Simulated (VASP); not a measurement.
Set up this calculation in VASP 6.6.1, as the native input.

```
Task                   : single point
Functional             : PBE
Potentials or basis    : VASP PAW PBE potentials, release 64 (K_sv, Cl)
Cutoff                 : 500 eV
k mesh                 : 8 × 8 × 8
Occupations            : gaussian, width 0.01 eV
Spin                   : no spin polarisation
Dipole correction      : no
Further INCAR settings : ALGO = Normal; EDIFF = 1e-06; NBANDS = 15
```

The structure of KCl lies in POSCAR:

```
KCl
1.0
    0.0000000000      3.1448471098      3.1448471098
    3.1448471098      0.0000000000      3.1448471098
    3.1448471098      3.1448471098      0.0000000000
K Cl
1 1
Direct
    0.0000000000      0.0000000000      0.0000000000
    0.5000000000      0.5000000000      0.5000000000
```

These files were run (other wordings do the same):

INCAR

```
SYSTEM = KCl
PREC = Accurate
ENCUT = 500
EDIFF = 1E-6
ISMEAR = 0
SIGMA = 0.01
LREAL = .FALSE.
LASPH = .TRUE.
NELM = 120
ALGO = Normal
ISIF = 2
LWAVE = .FALSE.
LCHARG = .FALSE.
GGA = PE
NBANDS = 15
GGA_COMPAT = .FALSE.
```

KPOINTS

```
Automatic mesh
0
G
  8 8 8
  0 0 0
```

Potentials or basis: VASP PAW PBE potentials, release 64 (K_sv, Cl).

The run is started by

```bash
$ cat potpaw_PBE.64/K_sv/POTCAR potpaw_PBE.64/Cl/POTCAR > POTCAR
$ mpirun -np 1 vasp_std > vasp.out
```

Results of the run:

```
Pressure               : 0.8 GPa
Band gap on the k mesh : 5.19 eV
```

Wall time 22 s on 1 thread of Intel(R) Xeon(R) Platinum 8375C CPU @ 2.90GHz (Ice Lake), on a shared host, peak memory 0.18 GiB.
